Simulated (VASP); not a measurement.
# In (Im-3m) in VASP: further runs, part 2 of 3

VASP 6.6.1. The steps go on from the part before.

## (3) Single point, PBEsol (volume scaled by 0.75)

Contents of INCAR:

```
PREC = Accurate
ENCUT = 520
EDIFF = 1E-6
ISMEAR = -1
SIGMA = 0.1
LREAL = False
LASPH = True
NELM = 80
ALGO = Normal
ISIF = 2
LWAVE = False
LCHARG = False
GGA = PS
NBANDS = 12
```

Contents of KPOINTS:

```
regular mesh
0
Gamma
  16 16 16
```

Contents of POSCAR:

```
In
1.0
   -1.6921016122      1.6921016122      1.6921016122
    1.6921016122     -1.6921016122      1.6921016122
    1.6921016122      1.6921016122     -1.6921016122
In
1
Direct
    0.0000000000      0.0000000000      0.0000000000
```

Potentials or basis: VASP PAW PBE potentials, release 64 (In_d).

Run with:

```
$ cat potpaw_PBE.64/In_d/POTCAR > POTCAR
$ mpirun -np 1 vasp_std > vasp.out
```

OUTCAR:

```text
PREC = Accurate
   ENCUT = 520
   EDIFF = 1E-6
   ISMEAR = -1
   LREAL = False
   LASPH = True
   NELM = 80
   ISIF = 2
   GGA = PS

 ion  position               nearest neighbor table
   1  0.000  0.000  0.000-

  LATTYP: Found a body centered cubic cell.
 ALAT       =     3.3842032244

  Lattice vectors:

 A1 = (  -1.6921016122,   1.6921016122,   1.6921016122)
 A2 = (   1.6921016122,  -1.6921016122,   1.6921016122)
 A3 = (   1.6921016122,   1.6921016122,  -1.6921016122)

Analysis of symmetry for initial positions (statically):
=====================================================================
 Subroutine PRICEL returns:
 Original cell was already a primitive cell.

 Routine SETGRP: Setting up the symmetry group for a
 body centered cubic supercell.

 Subroutine GETGRP returns: Found 48 space group operations
 (whereof 48 operations were pure point group operations)
 out of a pool of 48 trial point group operations.

The static configuration has the point symmetry O_h .

Analysis of symmetry for dynamics (positions and initial velocities):
=====================================================================
 Subroutine PRICEL returns:
 Original cell was already a primitive cell.

 Routine SETGRP: Setting up the symmetry group for a
 body centered cubic supercell.

 Subroutine GETGRP returns: Found 48 space group operations
 (whereof 48 operations were pure point group operations)
 out of a pool of 48 trial point group operations.

The dynamic configuration has the point symmetry O_h .

 Subroutine INISYM returns: Found 48 space group operations
 (whereof 48 operations are pure point group operations),
 and found     1 'primitive' translations

----------------------------------------------------------------------------------------

                                     Primitive cell

  volume of cell :      19.3794

  direct lattice vectors                    reciprocal lattice vectors
    -1.692101612  1.692101612  1.692101612     0.000000000  0.295490529  0.295490529
     1.692101612 -1.692101612  1.692101612     0.295490529  0.000000000  0.295490529
     1.692101612  1.692101612 -1.692101612     0.295490529  0.295490529  0.000000000

  length of vectors
     2.930805964  2.930805964  2.930805964     0.417886713  0.417886713  0.417886713

  position of ions in fractional coordinates (direct lattice)
     0.000000000  0.000000000  0.000000000

  ion indices of the primitive-cell ions
   primitive index   ion index
                 1           1

----------------------------------------------------------------------------------------

 KPOINTS: regular mesh

Automatic generation of k-mesh.
 Grid dimensions read from file:
 generate k-points for:   16   16   16

 Generating k-lattice:

  Cartesian coordinates                     Fractional coordinates (reciprocal lattice)
     0.000000000  0.018468158  0.018468158     0.062500000  0.000000000  0.000000000
     0.018468158  0.000000000  0.018468158     0.000000000  0.062500000  0.000000000
     0.018468158  0.018468158  0.000000000     0.000000000  0.000000000  0.062500000

  Length of vectors
     0.026117920  0.026117920  0.026117920

  Shift w.r.t. Gamma in fractional coordinates (k-lattice)
     0.000000000  0.000000000  0.000000000

 Subroutine IBZKPT returns following result:
 ===========================================

 Found    145 irreducible k-points:

 Following reciprocal coordinates:
            Coordinates               Weight
  0.000000  0.000000  0.000000      1.000000
  0.062500  0.000000  0.000000     12.000000
  0.125000  0.000000  0.000000     12.000000
  0.187500  0.000000  0.000000     12.000000
  0.250000  0.000000  0.000000     12.000000
  0.312500  0.000000  0.000000     12.000000
[... 16 lines left out ...]
  0.187500  0.187500  0.000000     24.000000
  0.250000  0.187500  0.000000     48.000000
 [... further k-points ...]
   k-points           NKPTS =    145   k-points in BZ     NKDIM =    145   number of bands    NBANDS=     12
   number of dos      NEDOS =    301   number of ions     NIONS =      1
   total plane-waves  NPLWV =  13824
   dimension x,y,z NGX =    24 NGY =   24 NGZ =   24
   dimension x,y,z NGXF=    48 NGYF=   48 NGZF=   48
   ions per type =               1
   NGX,Y,Z   is equivalent  to a cutoff of  13.61, 13.61, 13.61 a.u.
   NGXF,Y,Z  is equivalent  to a cutoff of  27.23, 27.23, 27.23 a.u.
 SYSTEM =  unknown system
   PREC   = accura    normal or accurate (medium, high low for compatibility)
   ISTART =      0    job   : 0-new  1-cont  2-samecut
   ICHARG =      2    charge: 1-file 2-atom 10-const
   ISPIN  =      1    spin polarized calculation?
   LNONCOLLINEAR =      F non collinear calculations
   LSORBIT =      F    spin-orbit coupling
   LASPH  =      T    aspherical Exc in radial PAW
   ENCUT  =  520.0 eV  38.22 Ry    6.18 a.u.   5.45  5.45  5.45*2*pi/ulx,y,z
   NELM   =     80;   NELMIN=  2; NELMDL= -5     # of ELM steps
   EDIFF  = 0.1E-05   stopping-criterion for ELM
   LREAL  =      F    real-space projection
   EDIFFG = 0.1E-04   stopping-criterion for IOM
   NSW    =      0    number of steps for IOM
   IBRION =     -1    ionic relax: 0-MD 1-quasi-New 2-CG
   NFREE  =      0    steps in history (QN), initial steepest desc. (CG)
   ISIF   =      2    stress and relaxation
   ISYM   =      2    0-nonsym 1-usesym 2-fastsym
   POTIM  = 0.5000    time-step for ionic-motion
   TEBEG  =    0.0;   TEEND  =   0.0 temperature during run
   PSTRESS=    0.0 pullay stress
   NELECT =      13.0000    total number of electrons
   NUPDOWN=      -1.0000    fix difference up-down
   EMIN   =  10.00;   EMAX   =-10.00  energy-range for DOS
   EFERMI =   0.00;   METHOD = LEGACY
   ISMEAR =    -1;   SIGMA  =   0.10  broadening in eV -4-tet -1-fermi 0-gaus
   EFERMI_NEDOS =   21; number of points for ismear=-14 and -15
   IALGO  =     38    algorithm
   IMIX   =      4    mixing-type and parameters
     AMIX     =   0.40;   BMIX     =  1.00
     AMIX_MAG =   1.60;   BMIX_MAG =  1.00
  volume/ion in A,a.u.               =      19.38       130.78
  Fermi-wavevector in a.u.,A,eV,Ry     =   1.433099  2.708164 27.943273  2.053773
  Thomas-Fermi vector in A             =   2.552654
   LORBIT       =      0    0 simple, 1 ext, 2 COOP (PROOUT), +10 PAW based schemes
   GGA     = PS    functional components
   LHFCALC =     F    Hartree Fock is set to
   AEXX    =    0.0000 exact exchange contribution
   IVDW    =     0    specifies the selected vdW correction
   LEPSILON=     F    determine dielectric tensor
   LRPA    =     F    only Hartree local field effects (RPA)
 non-spin polarized calculation
  energy-cutoff  :      520.00
  volume of cell :       19.38
 maximum number of plane-waves:       540
 NGX is ok and might be reduce to    24
   NGX = 11   NGY = 11   NGZ = 11

 number of electron      12.9999997 magnetization

 Free energy of the ion-electron system (eV)
  ---------------------------------------------------
  ext. energy  EPLUGINS =         0.00000000
  ---------------------------------------------------
  free energy    TOTEN  =        -2.57561552 eV

  energy without entropy =       -2.56073605  energy(sigma->0) =       -2.56817579

 E-fermi :  11.4231     XC(G=0): -11.9212

 val. band max:       11.4195285240   @ k =   0.2500   0.1875   0.1250
 cond. band min:      11.4842775593   @ k =   0.3125   0.0625   0.0625
 fundamental gap:      0.0647490353
 Fermi energy:        11.4230657857

 k-point     1 :       0.0000    0.0000    0.0000
  band No.  band energies     occupation
      1      -3.8165      2.00000
      2      -3.8165      2.00000
      3      -3.8165      2.00000
      4      -3.2355      2.00000
      5      -3.2355      2.00000
      6      -0.6300      2.00000
      7      25.1145      0.00000
      8      25.1145      0.00000
      9      25.1145      0.00000
     10      26.2432      0.00000
     11      26.2432      0.00000
     12      26.2432      0.00000
[... 331 lines left out ...]
 k-point    24 :       0.2500    0.1875    0.0000
  band No.  band energies     occupation
      1      -3.9887      2.00000
      2      -3.8055      2.00000
      3      -3.3304      2.00000
      4      -3.3154      2.00000
      5      -3.1214      2.00000
      6       3.8453      2.00000
      7      13.0586      0.00000
      8      14.9653      0.00000
      9      19.6476      0.00000
     10      25.1967      0.00000
     11      27.1091      0.00000
     12      29.8082      0.00000

 [... further k-points ...]

------------------------ aborting loop because EDIFF is reached ----------------------------------------

  FORCE on cell =-STRESS in cart. coord.  units (eV):
  Direction    XX          YY          ZZ          XY          YZ          ZX
  --------------------------------------------------------------------------------------
  -------------------------------------------------------------------------------------
  Total        3.1826124      3.1826124      3.1826124      0.0000000     -0.0000000     -0.0000000
  in kB      263.1207077    263.1207077    263.1207077      0.0000000     -0.0000000     -0.0000000
  external PRESSURE =     263.1207077 kB  Pullay stress =       0.0000000 kB

 VOLUME and BASIS-vectors are now :
 -----------------------------------------------------------------------------
  energy-cutoff  :      520.00
  volume of cell :       19.38
      direct lattice vectors                 reciprocal lattice vectors
    -1.692101612  1.692101612  1.692101612     0.000000000  0.295490529  0.295490529
     1.692101612 -1.692101612  1.692101612     0.295490529  0.000000000  0.295490529
     1.692101612  1.692101612 -1.692101612     0.295490529  0.295490529  0.000000000

 POSITION                                       TOTAL-FORCE (eV/Angst)
 -----------------------------------------------------------------------------------
      0.00000      0.00000      0.00000         0.000000     -0.000000      0.000000
 -----------------------------------------------------------------------------------
    total drift:                                0.000000      0.000000     -0.000000

  FREE ENERGIE OF THE ION-ELECTRON SYSTEM (eV)
  ---------------------------------------------------
  free  energy   TOTEN  =        -2.5756155220 eV

  energy  without entropy=       -2.5607360490  energy(sigma->0) =       -2.56817579
```

stdout:

```text
POSCAR found type information on POSCAR In
 POSCAR found :  1 types and       1 ions
 scaLAPACK will be used
 -----------------------------------------------------------------------------
|                                                                             |
|                                                                             |
|     You enforced a specific xc type in the INCAR file but a different       |
|     I HOPE YOU KNOW WHAT YOU ARE DOING!                                     |
|                                                                             |
 -----------------------------------------------------------------------------

 LDA part: xc-table for (Slater+PW92), standard interpolation
 POSCAR, INCAR and KPOINTS ok, starting setup
 FFT: planning ... GRIDC
 FFT: planning ... GRID_SOFT
 FFT: planning ... GRID
 WAVECAR not read
 entering main loop
```

Wall time 19 s (1 thread of Intel Xeon Platinum 8259CL at 2.50GHz (Skylake/Cascade Lake), shared host); peak memory 0.16 GiB.

Results:

| Quantity | Value |
| --- | --- |
| Free energy | -2.5756 eV |
| Pressure | 26.3 GPa |

Caveat: the PAW data sets were made with another functional, which shifts forces and pressure a little; spin-orbit coupling is left out, which moves the levels of the heavy elements.

(Continued in part 3 of 3.)
